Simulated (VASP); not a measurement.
# In7GaAs8 (P1) in VASP: notebook

The runs below take In7GaAs8 through single point, relaxation of volume and atoms at fixed shape, with PBEsol.

Program: VASP 6.6.1. These are calculated values, not measurements. Logs are shortened: lines on timing, memory, paths and dates and some standing lists are left out, and cuts for length are marked.

**1. The cell of the first run**

The typed cell holds 64 atoms: a = 12.067 Å, b = 12.067 Å, c = 12.067 Å, α = 90.00°, β = 90.00°, γ = 90.00°.

**2. Single point, PBEsol**

The input, INCAR:

```
SYSTEM = In7GaAs8
ALGO = Normal ; EDIFF = 1E-6
ENCUT = 500 ; GGA = PS
GGA_COMPAT = .False. ; ISIF = 2
ISMEAR = -1 ; ISYM = -1
LASPH = .True. ; LCHARG = .False.
LREAL = Auto ; LWAVE = .False.
NBANDS = 326 ; NELM = 120
PREC = Accurate ; SIGMA = 0.05
```

The input, KPOINTS:

```
explicit points
1
Reciprocal
  0.25000000   0.25000000   0.25000000 1
```

The input, POSCAR:

```
In7GaAs8
1.0
   12.0670386916      0.0000000000      0.0000000000
    0.0000000000     12.0670386916      0.0000000000
    0.0000000000      0.0000000000     12.0670386916
Ga In As
4 28 32
Direct
    0.9998320000      0.0015730000      0.9970320000
    0.9999050000      0.4967250000      0.5019000000
    0.4988230000      0.4989780000      0.9988960000
    0.0001800000      0.2493070000      0.7496290000
    0.0000880000      0.0020630000      0.5021570000
    0.9999570000      0.4973310000      0.9973770000
    0.5002100000      0.9999520000      0.9998660000
    0.4996160000      0.9998270000      0.4998720000
    0.5002150000      0.4999090000      0.4999820000
    0.2474940000      0.2496630000      0.9979420000
    0.2457650000      0.2522580000      0.5019830000
    0.2498450000      0.7497150000      0.0000690000
    0.2475380000      0.7476580000      0.5006190000
    0.7523270000      0.2501690000      0.9979440000
    0.7545040000      0.2524440000      0.5027870000
    0.7498540000      0.7499260000      0.0006350000
    0.7524620000      0.7473930000      0.4996150000
    0.2473980000      0.0005470000      0.2478210000
    0.2458240000      0.0018880000      0.7524240000
    0.2497880000      0.5000090000      0.2497780000
    0.2474180000      0.4977820000      0.7498950000
    0.7522700000      0.9997370000      0.2475510000
    0.7542600000      0.0027150000      0.7525770000
    0.7495800000      0.5005070000      0.2500490000
    0.7523030000      0.4979240000      0.7502870000
    0.0003830000      0.2497660000      0.2497490000
    0.9996610000      0.7498850000      0.2500890000
    0.0004120000      0.7498170000      0.7496100000
    0.4994950000      0.2521610000      0.2477380000
    0.5011060000      0.2522150000      0.7520470000
    0.5005140000      0.7474670000      0.2473940000
    0.4995960000      0.7477600000      0.7520460000
    0.1182510000      0.1198560000      0.1181840000
    0.1186110000      0.1312810000      0.6314070000
    0.1238770000      0.6235570000      0.1236120000
    0.1183380000      0.6180980000      0.6199400000
    0.6258260000      0.1253970000      0.1237410000
    0.6267440000      0.1264070000      0.6264240000
    0.6194910000      0.6179270000      0.1179520000
    0.6259550000      0.6236920000      0.6253850000
    0.3779800000      0.3802560000      0.1178430000
    0.3750850000      0.3749020000      0.6251110000
    0.3748770000      0.8750520000      0.1250290000
    0.3718690000      0.8741690000      0.6269910000
    0.8749960000      0.3751400000      0.1251920000
    0.8871250000      0.3741380000      0.6277470000
    0.8813330000      0.8805370000      0.1177490000
    0.8748010000      0.8750080000      0.6250550000
    0.3718490000      0.1269550000      0.3741490000
    0.3752340000      0.1251820000      0.8748150000
    0.3749730000      0.6250200000      0.3749550000
    0.3779960000      0.6178990000      0.8801310000
    0.8749510000      0.1250010000      0.3750070000
    0.8870860000      0.1273240000      0.8743960000
    0.8814350000      0.6172750000      0.3806950000
    0.8751540000      0.6251710000      0.8751110000
    0.1190560000      0.3806560000      0.3793590000
    0.1180050000      0.3676430000      0.8678760000
    0.1244470000      0.8759170000      0.3761170000
    0.1190210000      0.8792690000      0.8807540000
    0.6260150000      0.3742180000      0.3759990000
    0.6208310000      0.3808100000      0.8808930000
    0.6265510000      0.8728800000      0.3729910000
    0.6260450000      0.8757660000      0.8744390000
```

Potentials or basis: VASP PAW PBE potentials, release 64 (Ga_d, In_d, As).

Started as:

```
cat potpaw_PBE.64/Ga_d/POTCAR potpaw_PBE.64/In_d/POTCAR potpaw_PBE.64/As/POTCAR > POTCAR
mpirun -np 1 vasp_std > vasp.out
```

OUTCAR:

```text
SYSTEM = In7GaAs8
   EDIFF = 1E-6
   ENCUT = 500
   GGA = PS
   ISIF = 2
   ISMEAR = -1
   ISYM = -1
   LASPH = .True.
   LREAL = Auto
   NELM = 120
   PREC = Accurate

 ion  position               nearest neighbor table
   1  1.000  0.002  0.997-  60 2.49  33 2.49  47 2.51  54 2.52
   2  1.000  0.497  0.502-  57 2.49  36 2.49  55 2.51  46 2.52
   3  0.499  0.499  0.999-  62 2.50  41 2.50  52 2.50  39 2.50
   4  0.000  0.249  0.750-  58 2.47  34 2.47  46 2.51  54 2.51
   5  0.000  0.002  0.502-  53 2.61  48 2.61  59 2.62  34 2.63
   6  1.000  0.497  0.997-  56 2.61  45 2.61  35 2.62  58 2.63
[... 56 lines left out ...]
  63  0.627  0.873  0.373-  31 2.63  22 2.63  17 2.63   8 2.65
  64  0.626  0.876  0.874-   7 2.62  16 2.62  32 2.63  23 2.63

IMPORTANT INFORMATION: All symmetrisations will be switched off!
NOSYMM: (Re-)initialisation of all symmetry stuff for point group C_1.

----------------------------------------------------------------------------------------

                                     Primitive cell

  volume of cell :    1757.1228

  direct lattice vectors                    reciprocal lattice vectors
    12.067038692  0.000000000  0.000000000     0.082870373  0.000000000  0.000000000
     0.000000000 12.067038692  0.000000000     0.000000000  0.082870373  0.000000000
     0.000000000  0.000000000 12.067038692     0.000000000  0.000000000  0.082870373

  length of vectors
    12.067038692 12.067038692 12.067038692     0.082870373  0.082870373  0.082870373

  position of ions in fractional coordinates (direct lattice)
     0.999832000  0.001573000  0.997032000
     0.999905000  0.496725000  0.501900000
     0.498823000  0.498978000  0.998896000
     0.000180000  0.249307000  0.749629000
     0.000088000  0.002063000  0.502157000
     0.999957000  0.497331000  0.997377000
[... 56 lines left out ...]
     0.626551000  0.872880000  0.372991000
     0.626045000  0.875766000  0.874439000

  ion indices of the primitive-cell ions
   primitive index   ion index
                 1           1
                 2           2
                 3           3
                 4           4
                 5           5
                 6           6
[... 56 lines left out ...]
                63          63
                64          64

----------------------------------------------------------------------------------------

 KPOINTS: explicit points

Read explicit list of k-points.

 Found      1 k-points:

 Following reciprocal coordinates:
            Coordinates               Weight
  0.250000  0.250000  0.250000      1.000000
   k-points           NKPTS =      1   k-points in BZ     NKDIM =      1   number of bands    NBANDS=    326
   number of dos      NEDOS =    301   number of ions     NIONS =     64
   total plane-waves  NPLWV = 729000
   dimension x,y,z NGX =    90 NGY =   90 NGZ =   90
   dimension x,y,z NGXF=   180 NGYF=  180 NGZF=  180
   ions per type =               4  28  32
   NGX,Y,Z   is equivalent  to a cutoff of  12.40, 12.40, 12.40 a.u.
   NGXF,Y,Z  is equivalent  to a cutoff of  24.80, 24.80, 24.80 a.u.
 SYSTEM =  In7GaAs8
   PREC   = accura    normal or accurate (medium, high low for compatibility)
   ISTART =      0    job   : 0-new  1-cont  2-samecut
   ICHARG =      2    charge: 1-file 2-atom 10-const
   ISPIN  =      1    spin polarized calculation?
   LNONCOLLINEAR =      F non collinear calculations
   LSORBIT =      F    spin-orbit coupling
   LASPH  =      T    aspherical Exc in radial PAW
   ENCUT  =  500.0 eV  36.75 Ry    6.06 a.u.  22.00 22.00 22.00*2*pi/ulx,y,z
   NELM   =    120;   NELMIN=  2; NELMDL= -5     # of ELM steps
   EDIFF  = 0.1E-05   stopping-criterion for ELM
   LREAL  =      T    real-space projection
   EDIFFG = 0.1E-04   stopping-criterion for IOM
   NSW    =      0    number of steps for IOM
   IBRION =     -1    ionic relax: 0-MD 1-quasi-New 2-CG
   NFREE  =      0    steps in history (QN), initial steepest desc. (CG)
   ISIF   =      2    stress and relaxation
   ISYM   =     -1    0-nonsym 1-usesym 2-fastsym
   POTIM  = 0.5000    time-step for ionic-motion
   TEBEG  =    0.0;   TEEND  =   0.0 temperature during run
   PSTRESS=    0.0 pullay stress
   NELECT =     576.0000    total number of electrons
   NUPDOWN=      -1.0000    fix difference up-down
   EMIN   =  10.00;   EMAX   =-10.00  energy-range for DOS
   EFERMI =   0.00;   METHOD = LEGACY
   ISMEAR =    -1;   SIGMA  =   0.05  broadening in eV -4-tet -1-fermi 0-gaus
   EFERMI_NEDOS =   21; number of points for ismear=-14 and -15
   IALGO  =     38    algorithm
   IMIX   =      4    mixing-type and parameters
     AMIX     =   0.40;   BMIX     =  1.00
     AMIX_MAG =   1.60;   BMIX_MAG =  1.00
  volume/ion in A,a.u.               =      27.46       185.28
  Fermi-wavevector in a.u.,A,eV,Ry     =   1.128795  2.133113 17.336236  1.274177
  Thomas-Fermi vector in A             =   2.265486
   LORBIT       =      0    0 simple, 1 ext, 2 COOP (PROOUT), +10 PAW based schemes
   GGA     = PS    functional components
   LHFCALC =     F    Hartree Fock is set to
   AEXX    =    0.0000 exact exchange contribution
   IVDW    =     0    specifies the selected vdW correction
   LEPSILON=     F    determine dielectric tensor
   LRPA    =     F    only Hartree local field effects (RPA)
 non-spin polarized calculation
  energy-cutoff  :      500.00
  volume of cell :     1757.12
 maximum number of plane-waves:     44641
 NGX is ok and might be reduce to    90
   NGX = 45   NGY = 45   NGZ = 45

 number of electron     575.9999977 magnetization

 Free energy of the ion-electron system (eV)
  ---------------------------------------------------
  ext. energy  EPLUGINS =         0.00000000
  ---------------------------------------------------
  free energy    TOTEN  =      -273.47061237 eV

  energy without entropy =     -273.47041997  energy(sigma->0) =     -273.47051617

 E-fermi :   4.4779     XC(G=0):  -9.2666

 val. band max:        3.9810981519   @ k =   0.2500   0.2500   0.2500
 cond. band min:       4.9436874281   @ k =   0.2500   0.2500   0.2500
 fundamental gap:      0.9625892763
 Fermi energy:         4.4779237219

 k-point     1 :       0.2500    0.2500    0.2500
  band No.  band energies     occupation
      1     -10.6688      2.00000
      2     -10.6684      2.00000
      3     -10.6586      2.00000
      4     -10.6578      2.00000
      5     -10.6548      2.00000
      6     -10.6543      2.00000
[... 292 lines left out ...]
    299       6.0503      0.00000
    300       6.2473      0.00000
 [bands above 300 left out]

------------------------ aborting loop because EDIFF is reached ----------------------------------------

  FORCE on cell =-STRESS in cart. coord.  units (eV):
  Direction    XX          YY          ZZ          XY          YZ          ZX
  --------------------------------------------------------------------------------------
  -------------------------------------------------------------------------------------
  Total        1.1864966      0.9315452      0.9360131     -5.5315939     -5.4087707     -5.5000820
  in kB        1.0818697      0.8494003      0.8534742     -5.0438105     -4.9318180     -5.0150773
  external PRESSURE =       0.9282481 kB  Pullay stress =       0.0000000 kB

 VOLUME and BASIS-vectors are now :
 -----------------------------------------------------------------------------
  energy-cutoff  :      500.00
  volume of cell :     1757.12
      direct lattice vectors                 reciprocal lattice vectors
    12.067038692  0.000000000  0.000000000     0.082870373  0.000000000  0.000000000
     0.000000000 12.067038692  0.000000000     0.000000000  0.082870373  0.000000000
     0.000000000  0.000000000 12.067038692     0.000000000  0.000000000  0.082870373

 POSITION                                       TOTAL-FORCE (eV/Angst)
 -----------------------------------------------------------------------------------
     12.06501      0.01898     12.03122        -0.003061      0.011514     -0.012242
     12.06589      5.99400      6.05645        -0.003856     -0.012534      0.012220
      6.01932      6.02119     12.05372         0.002780     -0.000420     -0.000296
      0.00217      3.00840      9.04580         0.000001      0.001944      0.002060
      0.00106      0.02489      6.05955        -0.001837      0.004239      0.007049
     12.06652      6.00131     12.03539        -0.002600     -0.009702     -0.007000
[... 56 lines left out ...]
      7.56062     10.53308      4.50090        -0.002843      0.002180      0.000178
      7.55451     10.56790     10.55189        -0.000546      0.002636      0.000244
 -----------------------------------------------------------------------------------
    total drift:                                0.008061      0.007236      0.005224

  FREE ENERGIE OF THE ION-ELECTRON SYSTEM (eV)
  ---------------------------------------------------
  free  energy   TOTEN  =      -273.4706123694 eV

  energy  without entropy=     -273.4704199711  energy(sigma->0) =     -273.47051617
```

Wall time 18 min (1 thread of Intel Xeon Platinum 8488C (Sapphire Rapids), shared host); peak memory 1.5 GiB.

What came out:

| Quantity | Value |
| --- | --- |
| Free energy | -273.4706 eV |
| Pressure | 0.1 GPa |
| Largest force | 0.018 eV/Å |
| Band gap on the k mesh | 0.96 eV |

Forces in eV/Å, atoms in the order of the input:
```
Ga  -0.003  0.012 -0.012
Ga  -0.004 -0.013  0.012
Ga   0.003  0.000  0.000
Ga   0.000  0.002  0.002
In  -0.002  0.004  0.007
In  -0.003 -0.010 -0.007
In   0.005 -0.001 -0.004
In  -0.004 -0.001 -0.005
In   0.004 -0.004 -0.001
In   0.009  0.003  0.007
In   0.003  0.004 -0.005
In   0.003  0.003 -0.001
In   0.008  0.006  0.001
In  -0.011  0.004 -0.002
In  -0.006 -0.006  0.008
In  -0.003  0.000 -0.001
In  -0.004 -0.001 -0.003
In   0.008  0.002  0.005
In  -0.001 -0.001  0.003
In   0.004  0.001  0.002
In   0.006  0.008  0.002
In  -0.001 -0.006 -0.003
In  -0.003  0.003 -0.005
In   0.007 -0.001  0.001
In  -0.010 -0.003  0.009
In  -0.001 -0.002  0.006
In   0.007  0.001  0.004
In   0.000  0.002  0.008
In  -0.006 -0.005  0.006
In  -0.001 -0.006 -0.002
In   0.003  0.007  0.005
In  -0.006  0.003 -0.002
As   0.002 -0.002  0.002
As   0.000 -0.001  0.003
As  -0.012 -0.006 -0.008
As   0.001 -0.002 -0.001
As   0.001  0.000  0.001
As  -0.001 -0.003 -0.004
As   0.000  0.002  0.000
As  -0.001  0.002 -0.001
As  -0.004 -0.005  0.001
As   0.004 -0.003  0.001
As   0.001  0.001  0.000
As  -0.003 -0.002 -0.002
As   0.003  0.004  0.000
As   0.006  0.010 -0.014
As  -0.005 -0.001  0.001
As   0.001  0.001 -0.001
As  -0.002 -0.002  0.002
As   0.001 -0.001 -0.001
As  -0.001 -0.003  0.003
As  -0.001 -0.001  0.001
As   0.002  0.001 -0.001
As   0.007 -0.005  0.004
As  -0.009  0.010 -0.009
As   0.004  0.001  0.000
As   0.005 -0.007 -0.003
As   0.005 -0.002 -0.004
As  -0.003  0.002 -0.002
As   0.005 -0.006 -0.005
As  -0.001  0.003 -0.001
As  -0.003  0.004  0.002
As  -0.003  0.002  0.000
As  -0.001  0.003  0.000
```

Stress tensor (GPa, compression positive):
```
 0.11 -0.50 -0.50
-0.50  0.08 -0.49
-0.50 -0.49  0.09
```

Levels at points of the mesh, in eV from the valence-band top:
```
           k point  band 284  band 285  band 286  band 287  band 288  band 289  band 290  band 291  band 292  band 293
(0.25, 0.25, 0.25)     -0.44     -0.42     -0.40     -0.01      0.00      0.96      1.28      1.81      1.86      1.86
```

Caveat: the PAW data sets were made with another functional, which shifts forces and pressure a little; spin-orbit coupling is left out, which moves the levels of the heavy elements; a shifted mesh leaves out Γ, where band edges can lie. A k mesh can miss the band edges.

[end of part 1 of 2]
